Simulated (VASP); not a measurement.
# As (Pm-3m) in VASP: a series of runs, part 2 of 2

VASP 6.6.1. Earlier steps stand in the parts before.

## Step 4: Single point, PBE

This run uses another cell than the first one, of 20.44 Å³/atom, 0.926 times its volume.

INCAR

```
PREC = Accurate
ENCUT = 520
EDIFF = 1E-6
ISMEAR = -1
SIGMA = 0.1
LREAL = F
LASPH = T
NELM = 60
ALGO = Normal
ISIF = 2
LWAVE = F
LCHARG = T
GGA = PE
LELF = T
LVHAR = T
NBANDS = 8
```

KPOINTS

```
regular mesh
0
Gamma
  19 19 19
```

POSCAR

```
As
1.0
    2.7343088730      0.0000000000      0.0000000000
    0.0000000000      2.7343088730      0.0000000000
    0.0000000000      0.0000000000      2.7343088730
As
1
Direct
    0.0000000000      0.0000000000      0.0000000000
```

Potentials or basis: VASP PAW PBE potentials, release 64 (As).

The run is started by

```bash
> cat potpaw_PBE.64/As/POTCAR > POTCAR
> mpirun -np 1 vasp_std > vasp.out
```

OUTCAR:

```text
PREC = Accurate
   ENCUT = 520
   EDIFF = 1E-6
   ISMEAR = -1
   LREAL = F
   LASPH = T
   NELM = 60
   ISIF = 2
   GGA = PE

 ion  position               nearest neighbor table
   1  0.000  0.000  0.000-

  LATTYP: Found a simple cubic cell.
 ALAT       =     2.7343088730

  Lattice vectors:

 A1 = (   2.7343088730,   0.0000000000,   0.0000000000)
 A2 = (   0.0000000000,   2.7343088730,   0.0000000000)
 A3 = (   0.0000000000,   0.0000000000,   2.7343088730)

Analysis of symmetry for initial positions (statically):
=====================================================================
 Subroutine PRICEL returns:
 Original cell was already a primitive cell.

 Routine SETGRP: Setting up the symmetry group for a
 simple cubic supercell.

 Subroutine GETGRP returns: Found 48 space group operations
 (whereof 48 operations were pure point group operations)
 out of a pool of 48 trial point group operations.

The static configuration has the point symmetry O_h .

Analysis of symmetry for dynamics (positions and initial velocities):
=====================================================================
 Subroutine PRICEL returns:
 Original cell was already a primitive cell.

 Routine SETGRP: Setting up the symmetry group for a
 simple cubic supercell.

 Subroutine GETGRP returns: Found 48 space group operations
 (whereof 48 operations were pure point group operations)
 out of a pool of 48 trial point group operations.

The dynamic configuration has the point symmetry O_h .

 Subroutine INISYM returns: Found 48 space group operations
 (whereof 48 operations are pure point group operations),
 and found     1 'primitive' translations

----------------------------------------------------------------------------------------

                                     Primitive cell

  volume of cell :      20.4429

[... 100 lines left out ...]
   EFERMI =   0.00;   METHOD = LEGACY
   ISMEAR =    -1;   SIGMA  =   0.10  broadening in eV -4-tet -1-fermi 0-gaus
   EFERMI_NEDOS =   21; number of points for ismear=-14 and -15
   IALGO  =     38    algorithm
   IMIX   =      4    mixing-type and parameters
     AMIX     =   0.40;   BMIX     =  1.00
     AMIX_MAG =   1.60;   BMIX_MAG =  1.00
  volume/ion in A,a.u.               =      20.44       137.96
  Fermi-wavevector in a.u.,A,eV,Ry     =   1.023805  1.934711 14.261310  1.048177
  Thomas-Fermi vector in A             =   2.157558
   LORBIT       =      0    0 simple, 1 ext, 2 COOP (PROOUT), +10 PAW based schemes
   GGA     = PE    functional components
   LHFCALC =     F    Hartree Fock is set to
   AEXX    =    0.0000 exact exchange contribution
   IVDW    =     0    specifies the selected vdW correction
   LEPSILON=     F    determine dielectric tensor
   LRPA    =     F    only Hartree local field effects (RPA)
 non-spin polarized calculation
  energy-cutoff  :      520.00
  volume of cell :       20.44
 maximum number of plane-waves:       561
   NGX = 11   NGY = 11   NGZ = 11

 number of electron       5.0000001 magnetization

 Free energy of the ion-electron system (eV)
  ---------------------------------------------------
  ext. energy  EPLUGINS =         0.00000000
  ---------------------------------------------------
  free energy    TOTEN  =        -4.56625654 eV

  energy without entropy =       -4.55191661  energy(sigma->0) =       -4.55908658

 E-fermi :   5.5826     XC(G=0): -10.2867

 val. band max:        5.5439773678   @ k =   0.3684   0.3158   0.3158
 cond. band min:       5.6136149262   @ k =   0.4211   0.2632   0.1579
 fundamental gap:      0.0696375585
 Fermi energy:         5.5826197694

 k-point     1 :       0.0000    0.0000    0.0000
  band No.  band energies     occupation
      1      -9.1254      2.00000
      2       9.5801      0.00000
      3       9.5801      0.00000
      4       9.5801      0.00000
      5      14.0220      0.00000
      6      14.0220      0.00000
      7      15.8159      0.00000
      8      30.0390      0.00000
[... 243 lines left out ...]
 k-point    24 :       0.3158    0.1053    0.0000
  band No.  band energies     occupation
      1      -7.2578      2.00000
      2       1.7257      2.00000
      3       8.9383      0.00000
      4      11.0975      0.00000
      5      16.2932      0.00000
      6      17.8927      0.00000
      7      20.0911      0.00000
      8      22.3482      0.00000

 [... further k-points ...]
[... 5 lines left out ...]
  --------------------------------------------------------------------------------------
  -------------------------------------------------------------------------------------
  Total       -0.0003056     -0.0003056     -0.0003056     -0.0000000      0.0000000     -0.0000000
  in kB       -0.0239494     -0.0239494     -0.0239494     -0.0000000      0.0000000     -0.0000000
  external PRESSURE =      -0.0239494 kB  Pullay stress =       0.0000000 kB

 VOLUME and BASIS-vectors are now :
 -----------------------------------------------------------------------------
  energy-cutoff  :      520.00
  volume of cell :       20.44
      direct lattice vectors                 reciprocal lattice vectors
     2.734308873  0.000000000  0.000000000     0.365723130  0.000000000  0.000000000
     0.000000000  2.734308873  0.000000000     0.000000000  0.365723130  0.000000000
     0.000000000  0.000000000  2.734308873     0.000000000  0.000000000  0.365723130

 POSITION                                       TOTAL-FORCE (eV/Angst)
 -----------------------------------------------------------------------------------
      0.00000      0.00000      0.00000         0.000000      0.000000      0.000000
 -----------------------------------------------------------------------------------
    total drift:                               -0.000000      0.000000      0.000000

  FREE ENERGIE OF THE ION-ELECTRON SYSTEM (eV)
  ---------------------------------------------------
  free  energy   TOTEN  =        -4.5662565448 eV

  energy  without entropy=       -4.5519166102  energy(sigma->0) =       -4.55908658
```

OSZICAR:

```text
N       E                     dE             d eps       ncg     rms          rms(c)
DAV:   1     0.277891425341E+01    0.27789E+01   -0.21043E+03  3536   0.468E+02
DAV:   2    -0.447545789077E+01   -0.72544E+01   -0.69834E+01  4720   0.509E+01
DAV:   3    -0.456138141959E+01   -0.85924E-01   -0.85828E-01  4024   0.597E+00
DAV:   4    -0.456147642415E+01   -0.95005E-04   -0.95004E-04  5464   0.228E-01
DAV:   5    -0.456147647535E+01   -0.51206E-07   -0.51159E-07  4104   0.325E-03    0.199E+00
DAV:   6    -0.456416684868E+01   -0.26904E-02   -0.69231E-04  4448   0.198E-01    0.118E+00
DAV:   7    -0.456620078948E+01   -0.20339E-02   -0.18976E-03  3840   0.317E-01    0.804E-02
DAV:   8    -0.456625412300E+01   -0.53334E-04   -0.66730E-05  4696   0.600E-02    0.425E-03
DAV:   9    -0.456625618949E+01   -0.20665E-05   -0.15354E-06  4552   0.877E-03    0.237E-03
DAV:  10    -0.456625654481E+01   -0.35532E-06   -0.73580E-07  4216   0.545E-03
   1 F= -.45662565E+01 E0= -.45590866E+01  d E =-.143399E-01
```

stdout:

```text
POSCAR found type information on POSCAR As
 POSCAR found :  1 types and       1 ions
 scaLAPACK will be used
 LDA part: xc-table for (Slater+PW92), standard interpolation
 POSCAR, INCAR and KPOINTS ok, starting setup
 FFT: planning ... GRIDC
 FFT: planning ... GRID_SOFT
 FFT: planning ... GRID
 WAVECAR not read
 entering main loop
```

Wall time 15 s (1 thread of AMD EPYC 7R13 (Zen 3), shared host); peak memory 0.12 GiB.

Results:

| Quantity | Value |
| --- | --- |
| Free energy | -4.5663 eV |
| Pressure | 0.0 GPa |

## Step 5: Summary

```csv
cell,k mesh,gap on the mesh (eV),pressure (GPa)
"a = 2.805 Å, 1 atom",13 × 13 × 13,none,-5.3
"a = 2.840 Å, 1 atom",13 × 13 × 13,none,-7.2
"a = 2.734 Å, 1 atom",19 × 19 × 19,none,0.0
```

Alike in all rows: task single point; level PBE; potentials or basis VASP PAW PBE potentials, release 64 (As); no spin polarisation; cutoff (eV) 520; smearing fermi-dirac 0.1 eV.

Absolute energies hang on the potentials; compare differences alone.
